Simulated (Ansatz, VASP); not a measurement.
**One calculation of Br, two programs**

The input INCAR:

```
SYSTEM = Br
ALGO     = Normal         ! electronic algorithm
EDIFF    = 1E-6           ! SCF threshold, eV
ENCUT    = 500            ! plane-wave cutoff, eV
GGA      = PE             ! functional
GGA_COMPAT= .FALSE.      
ISIF     = 2              ! what is computed and relaxed
ISMEAR   = -1             ! smearing method
LASPH    = .TRUE.         ! aspherical terms in the spheres
LCHARG   = .FALSE.        ! write CHGCAR
LREAL    = .FALSE.        ! projectors in reciprocal space
LWAVE    = .FALSE.        ! write WAVECAR
NBANDS   = 10             ! bands
NELM     = 120            ! most SCF steps
PREC     = Accurate       ! precision mode
SIGMA    = 0.008617333262145177 ! smearing width, eV
```

The input KPOINTS:

```
k-points
0
G
  4 4 4
  0 0 0
```

File POSCAR:

```
Br
1.0
   -1.2867684050      1.7199972000      3.5779911600
    1.2867684050     -1.7199972000      3.5779911600
    1.2867684050      1.7199972000     -3.5779911600
Br
1
Direct
    0.0000000000      0.0000000000      0.0000000000
```

Input for Ansatz:

```yaml
crystal:
  lattice:
    - [-1.286768405, 1.7199972, 3.57799116]
    - [1.286768405, -1.7199972, 3.57799116]
    - [1.286768405, 1.7199972, -3.57799116]
  atoms:
    - { symbol: Br, position: [0.0, 0.0, 0.0] }
basis:
  ecutwfc: 420
kpoints:
  mp_grid: { grid: [4, 4, 4] }
hamiltonian:
  xc: pbe
scf:
  occupations: { method: fermi_dirac, width: "100 K" }
  lower_state_search: "off"
  max_iter: 69
output:
  forces: true
  stress: true
  eigenvalues: true
```

Alike in both runs: task single point; functional PBE; k mesh 4 × 4 × 4; no spin polarisation.

```csv
,VASP,Ansatz
version,VASP 6.6.1,Ansatz 0.2.0
potentials or method,"VASP PAW PBE potentials, release 64 (Br), cutoff 500 eV","scalar-relativistic, plane waves, PAW"
occupations,"fermi-dirac, width 0.00861733 eV",fermi-dirac
valence electrons in the cell,7,7
```

VASP gave:

* gap on the k mesh at the Fermi level (eV): none
* pressure (GPa): 3.4
* traceless stress, the component that is largest in VASP (GPa): 8.47

What did Ansatz give for the same quantities?

gap on the k mesh at the Fermi level (eV): none; pressure (GPa): 3.4; traceless stress, the component that is largest in VASP (GPa): 8.46.

A gap of «none» marks a metal or a gap that the smearing closes.

The k mesh is coarse, so the values compare programs but aren't converged.
